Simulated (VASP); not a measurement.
# TaN (P6/mmm) in VASP: further runs, part 3 of 3

VASP 6.6.1. Earlier steps stand in the parts before.

### 5 Electric field gradients, PBE (11.74 Å³/atom)

This run uses another cell than the first one, of 11.74 Å³/atom.

INCAR

```
PREC = Accurate
ENCUT = 520
EDIFF = 1E-8
ISMEAR = -1
SIGMA = 0.03
LREAL = F
LASPH = T
NELM = 60
ALGO = Normal
ISIF = 2
LWAVE = F
LCHARG = F
GGA = PE
LEFG = T
NBANDS = 33
```

KPOINTS

```
Automatic mesh
0
Gamma
  5 5 8
```

POSCAR

```
TaN
1.0
    5.2532307548      0.0000000000      0.0000000000
   -2.6266153774      4.5494312856      0.0000000000
    0.0000000000      0.0000000000      2.9462675463
Ta N
3 3
Direct
    0.0000000000      0.0000000000      0.0000000000
    0.3333333333      0.6666666667      0.5000000000
    0.6666666667      0.3333333333      0.5000000000
    0.5000000000      0.0000000000      0.0000000000
    0.5000000000      0.5000000000      0.0000000000
    0.0000000000      0.5000000000      0.0000000000
```

Potentials or basis: VASP PAW PBE potentials, release 64 (Ta_pv, N).

The run is started by

```
$ cat potpaw_PBE.64/Ta_pv/POTCAR potpaw_PBE.64/N/POTCAR > POTCAR
$ mpirun -np 1 vasp_std > vasp.out
```

OUTCAR:

```text
PREC = Accurate
   ENCUT = 520
   EDIFF = 1E-8
   ISMEAR = -1
   LREAL = F
   LASPH = T
   NELM = 60
   ISIF = 2
   GGA = PE

 ion  position               nearest neighbor table
   1  0.000  0.000  0.000-   4 2.63   4 2.63   6 2.63   6 2.63   5 2.63   5 2.63   3 3.37   3 3.37
                             2 3.37   2 3.37   2 3.37   3 3.37   2 3.37   3 3.37   2 3.37   3 3.37
   2  0.333  0.667  0.500-   6 2.11   6 2.11   4 2.11   4 2.11   5 2.11   5 2.11   3 3.03   3 3.03
                             3 3.03   1 3.37   1 3.37   1 3.37   1 3.37   1 3.37   1 3.37
   3  0.667  0.333  0.500-   6 2.11   6 2.11   4 2.11   4 2.11   5 2.11   5 2.11   2 3.03   2 3.03
                             2 3.03   1 3.37   1 3.37   1 3.37   1 3.37   1 3.37   1 3.37
   4  0.500  0.000  0.000-   2 2.11   3 2.11   2 2.11   3 2.11   1 2.63   1 2.63
   5  0.500  0.500  0.000-   2 2.11   3 2.11   2 2.11   3 2.11   1 2.63   1 2.63
   6  0.000  0.500  0.000-   2 2.11   3 2.11   2 2.11   3 2.11   1 2.63   1 2.63

  LATTYP: Found a hexagonal cell.
 ALAT       =     5.2532307548
 C/A-ratio  =     0.5608486822

  Lattice vectors:

 A1 = (   5.2532307548,   0.0000000000,   0.0000000000)
 A2 = (  -2.6266153774,   4.5494312856,   0.0000000000)
 A3 = (   0.0000000000,   0.0000000000,   2.9462675463)

Analysis of symmetry for initial positions (statically):
[... 1082 lines left out ...]

  FREE ENERGIE OF THE ION-ELECTRON SYSTEM (eV)
  ---------------------------------------------------
  free  energy   TOTEN  =       -64.8049300942 eV

  energy  without entropy=      -64.8024617172  energy(sigma->0) =      -64.80369591

 Electric field gradients (V/A^2)
---------------------------------------------------------------------
 ion       V_xx      V_yy      V_zz      V_xy      V_xz      V_yz
---------------------------------------------------------------------
   1     169.379   169.380  -338.759     0.001     0.000    -0.000
   2     171.464   171.464  -342.928     0.000     0.000     0.000
   3     171.464   171.464  -342.928     0.000     0.000     0.000
   4      31.092   -27.436    -3.655    -0.001     0.000     0.000
   5     -12.804    16.460    -3.656    25.343     0.000    -0.000
   6     -12.803    16.459    -3.655   -25.344    -0.000    -0.000
---------------------------------------------------------------------

 Electric field gradients after diagonalization (V/A^2)
 (convention: |V_zz| > |V_xx| > |V_yy|)
----------------------------------------------------------------------
 ion       V_xx      V_yy      V_zz     asymmetry (V_yy - V_xx)/ V_zz
----------------------------------------------------------------------
   1     169.380   169.379  -338.759       0.000
   2     171.465   171.464  -342.928       0.000
   3     171.465   171.464  -342.928       0.000
   4     -27.436    -3.655    31.092       0.765
   5     -27.435    -3.656    31.091       0.765
   6     -27.436    -3.655    31.092       0.765
----------------------------------------------------------------------

           NMR quadrupolar parameters

 Cq : quadrupolar parameter    Cq=e*Q*V_zz/h
 eta: asymmetry parameters     (V_yy - V_xx)/ V_zz
 Q  : nuclear electric quadrupole moment in mb (millibarn)
----------------------------------------------------------------------
 ion       Cq(MHz)       eta       Q (mb)
----------------------------------------------------------------------
   1      -0.819       0.000       1.000
   2      -0.829       0.000       1.000
   3      -0.829       0.000       1.000
   4       0.075       0.765       1.000
   5       0.075       0.765       1.000
   6       0.075       0.765       1.000
----------------------------------------------------------------------
```

stdout:

```text
POSCAR found type information on POSCAR TaN
 POSCAR found :  2 types and       6 ions
 scaLAPACK will be used
 LDA part: xc-table for (Slater+PW92), standard interpolation
 POSCAR, INCAR and KPOINTS ok, starting setup
 FFT: planning ... GRIDC
 FFT: planning ... GRID_SOFT
 FFT: planning ... GRID
 WAVECAR not read
 entering main loop
ion   1

ion   2

ion   3

ion   4

ion   5

ion   6
```

Run time: 70 s. Hardware: 1 thread of Intel Xeon Platinum 8488C (Sapphire Rapids), shared host; peak memory 0.21 GiB.

What came out:

- Free energy: -64.8049 eV
- Pressure: -1.4 GPa
- Band gap on the k mesh: zero (bands 24 and 25 overlap by 2.00 eV)
- Largest electric field gradient by atom: Ta -338.8, -342.9 (each value once); N +31.1 V/Å²

Electric field gradients, principal values (V/Å²):
| atom | least | middle | greatest (by size) |
| --- | --- | --- | --- |
| 1 Ta | 169.379 | 169.380 | -338.759 |
| 2 Ta | 171.464 | 171.465 | -342.928 |
| 3 Ta | 171.464 | 171.465 | -342.928 |
| 4 N | -3.655 | -27.436 | 31.092 |
| 5 N | -3.656 | -27.435 | 31.091 |
| 6 N | -3.655 | -27.436 | 31.092 |

Caveat: without QUAD_EFG the Cq values of the log hold for a quadrupole moment of 1 mb, not for the nuclei; spin-orbit coupling is left out, which moves the levels of the heavy elements.

### 6 Electric field gradients, PBE (11.74 Å³/atom)

This run uses another cell than the first one, of 11.74 Å³/atom.

INCAR

```
SYSTEM = TaN
PREC = Accurate ; ENCUT = 520
EDIFF = 1E-8 ; ISMEAR = -1
SIGMA = 0.03 ; LREAL = .FALSE.
LASPH = .TRUE. ; NELM = 60
ALGO = Normal ; ISIF = 2
LWAVE = .FALSE. ; LCHARG = .FALSE.
GGA = PE ; LEFG = .TRUE.
NBANDS = 33
```

KPOINTS

```
regular mesh
0
G
  5 5 8
  0 0 0
```

POSCAR is that of step 5.

Potentials or basis: VASP PAW PBE potentials, release 64 (Ta_pv, N).

The run is started by

```
$ cat potpaw_PBE.64/Ta_pv/POTCAR potpaw_PBE.64/N/POTCAR > POTCAR
$ mpirun -np 1 vasp_std > vasp.out
```

OUTCAR:

```text
SYSTEM = TaN
   PREC = Accurate
   ENCUT = 520
   EDIFF = 1E-8
   ISMEAR = -1
   LREAL = .FALSE.
   LASPH = .TRUE.
   NELM = 60
   ISIF = 2
   GGA = PE

 ion  position               nearest neighbor table
   1  0.000  0.000  0.000-   4 2.63   4 2.63   6 2.63   6 2.63   5 2.63   5 2.63   3 3.37   3 3.37
                             2 3.37   2 3.37   2 3.37   3 3.37   2 3.37   3 3.37   2 3.37   3 3.37
   2  0.333  0.667  0.500-   6 2.11   6 2.11   4 2.11   4 2.11   5 2.11   5 2.11   3 3.03   3 3.03
                             3 3.03   1 3.37   1 3.37   1 3.37   1 3.37   1 3.37   1 3.37
   3  0.667  0.333  0.500-   6 2.11   6 2.11   4 2.11   4 2.11   5 2.11   5 2.11   2 3.03   2 3.03
                             2 3.03   1 3.37   1 3.37   1 3.37   1 3.37   1 3.37   1 3.37
   4  0.500  0.000  0.000-   2 2.11   3 2.11   2 2.11   3 2.11   1 2.63   1 2.63
   5  0.500  0.500  0.000-   2 2.11   3 2.11   2 2.11   3 2.11   1 2.63   1 2.63
   6  0.000  0.500  0.000-   2 2.11   3 2.11   2 2.11   3 2.11   1 2.63   1 2.63

  LATTYP: Found a hexagonal cell.
 ALAT       =     5.2532307548
 C/A-ratio  =     0.5608486822

  Lattice vectors:

 A1 = (   5.2532307548,   0.0000000000,   0.0000000000)
 A2 = (  -2.6266153774,   4.5494312856,   0.0000000000)
 A3 = (   0.0000000000,   0.0000000000,   2.9462675463)

Analysis of symmetry for initial positions (statically):
[... 1084 lines left out ...]
  ---------------------------------------------------
  free  energy   TOTEN  =       -64.8049300942 eV

  energy  without entropy=      -64.8024617172  energy(sigma->0) =      -64.80369591

 Electric field gradients (V/A^2)
---------------------------------------------------------------------
 ion       V_xx      V_yy      V_zz      V_xy      V_xz      V_yz
---------------------------------------------------------------------
   1     169.379   169.380  -338.759     0.001     0.000    -0.000
   2     171.464   171.464  -342.928     0.000     0.000     0.000
   3     171.464   171.464  -342.928     0.000     0.000     0.000
   4      31.092   -27.436    -3.655    -0.001     0.000     0.000
   5     -12.804    16.460    -3.656    25.343     0.000    -0.000
   6     -12.803    16.459    -3.655   -25.344    -0.000    -0.000
---------------------------------------------------------------------

 Electric field gradients after diagonalization (V/A^2)
 (convention: |V_zz| > |V_xx| > |V_yy|)
----------------------------------------------------------------------
 ion       V_xx      V_yy      V_zz     asymmetry (V_yy - V_xx)/ V_zz
----------------------------------------------------------------------
   1     169.380   169.379  -338.759       0.000
   2     171.465   171.464  -342.928       0.000
   3     171.465   171.464  -342.928       0.000
   4     -27.436    -3.655    31.092       0.765
   5     -27.435    -3.656    31.091       0.765
   6     -27.436    -3.655    31.092       0.765
----------------------------------------------------------------------

           NMR quadrupolar parameters

 Cq : quadrupolar parameter    Cq=e*Q*V_zz/h
 eta: asymmetry parameters     (V_yy - V_xx)/ V_zz
 Q  : nuclear electric quadrupole moment in mb (millibarn)
----------------------------------------------------------------------
 ion       Cq(MHz)       eta       Q (mb)
----------------------------------------------------------------------
   1      -0.819       0.000       1.000
   2      -0.829       0.000       1.000
   3      -0.829       0.000       1.000
   4       0.075       0.765       1.000
   5       0.075       0.765       1.000
   6       0.075       0.765       1.000
----------------------------------------------------------------------
```

OSZICAR:

```text
N       E                     dE             d eps       ncg     rms          rms(c)
DAV:   1     0.442643850106E+03    0.44264E+03   -0.25720E+04  1650   0.152E+03
DAV:   2    -0.454459084758E+02   -0.48809E+03   -0.46621E+03  1873   0.446E+02
DAV:   3    -0.750008118198E+02   -0.29555E+02   -0.28909E+02  2025   0.105E+02
DAV:   4    -0.756432103990E+02   -0.64240E+00   -0.63609E+00  2098   0.149E+01
DAV:   5    -0.756595663693E+02   -0.16356E-01   -0.16334E-01  2107   0.186E+00    0.430E+01
DAV:   6    -0.654275361502E+02    0.10232E+02   -0.50726E+01  2088   0.385E+01    0.183E+01
DAV:   7    -0.650037289416E+02    0.42381E+00   -0.40205E+00  2122   0.140E+01    0.108E+01
DAV:   8    -0.648457664708E+02    0.15796E+00   -0.73026E-01  2080   0.510E+00    0.412E+00
DAV:   9    -0.648065626525E+02    0.39204E-01   -0.10125E-01  2049   0.288E+00    0.494E-01
DAV:  10    -0.648052485177E+02    0.13141E-02   -0.20370E-02  2088   0.749E-01    0.226E-01
DAV:  11    -0.648049528866E+02    0.29563E-03   -0.29055E-03  2053   0.345E-01    0.526E-02
DAV:  12    -0.648049312432E+02    0.21643E-04   -0.22537E-04  2104   0.101E-01    0.213E-02
DAV:  13    -0.648049299724E+02    0.12708E-05   -0.11595E-05  2072   0.235E-02    0.503E-03
DAV:  14    -0.648049302677E+02   -0.29529E-06   -0.13966E-06  2147   0.689E-03    0.261E-03
DAV:  15    -0.648049301010E+02    0.16670E-06   -0.41180E-07  2120   0.392E-03    0.302E-04
DAV:  16    -0.648049300942E+02    0.68335E-08   -0.14890E-08  1481   0.783E-04
   1 F= -.64804930E+02 E0= -.64803696E+02  d E =-.246838E-02
```

stdout:

```text
POSCAR found type information on POSCAR TaN
 POSCAR found :  2 types and       6 ions
 scaLAPACK will be used
 LDA part: xc-table for (Slater+PW92), standard interpolation
 POSCAR, INCAR and KPOINTS ok, starting setup
 FFT: planning ... GRIDC
 FFT: planning ... GRID_SOFT
 FFT: planning ... GRID
 WAVECAR not read
 entering main loop
ion   1

ion   2

ion   3

ion   4

ion   5

ion   6
```

It took 67 s on 1 thread of Intel Xeon Platinum 8488C (Sapphire Rapids), shared host; peak memory 0.2 GiB.

What came out:

- Free energy: -64.8049 eV
- Pressure: -1.4 GPa
- Band gap on the k mesh: zero (bands 24 and 25 overlap by 2.00 eV)
- Largest electric field gradient by atom: Ta -338.8, -342.9 (each value once); N +31.1 V/Å²

Stress tensor (GPa, compression positive):
```
-0.35  0.00  0.00
 0.00 -0.35  0.00
 0.00  0.00 -3.53
```

Electric field gradients, principal values (V/Å²):
| atom | least | middle | greatest (by size) |
| --- | --- | --- | --- |
| 1 Ta | 169.379 | 169.380 | -338.759 |
| 2 Ta | 171.464 | 171.465 | -342.928 |
| 3 Ta | 171.464 | 171.465 | -342.928 |
| 4 N | -3.655 | -27.436 | 31.092 |
| 5 N | -3.656 | -27.435 | 31.091 |
| 6 N | -3.655 | -27.436 | 31.092 |

Caveat: without QUAD_EFG the Cq values of the log hold for a quadrupole moment of 1 mb, not for the nuclei; spin-orbit coupling is left out, which moves the levels of the heavy elements.

### 7 Overview

```csv
cell,gap on the mesh (eV),pressure (GPa)
"a = 5.150, b = 5.150, c = 2.888 Å, angles 90.0, 90.0, 120.0°, 6 atoms",none,18.5
"a = 5.202, b = 5.202, c = 2.918 Å, angles 90.0, 90.0, 120.0°, 6 atoms",none,7.8
"a = 5.253, b = 5.253, c = 2.946 Å, angles 90.0, 90.0, 120.0°, 6 atoms",none,-1.4
```

Alike in all rows: task electric field gradients; level PBE; potentials or basis VASP PAW PBE potentials, release 64 (Ta_pv, N); no spin polarisation; k mesh 5 × 5 × 8; cutoff (eV) 520; smearing fermi-dirac 0.03 eV.

Caveats: spin-orbit coupling is left out, which moves the levels of the heavy elements; the cell stands under pressure (at least some runs).

Absolute energies hang on the potentials; compare differences alone.
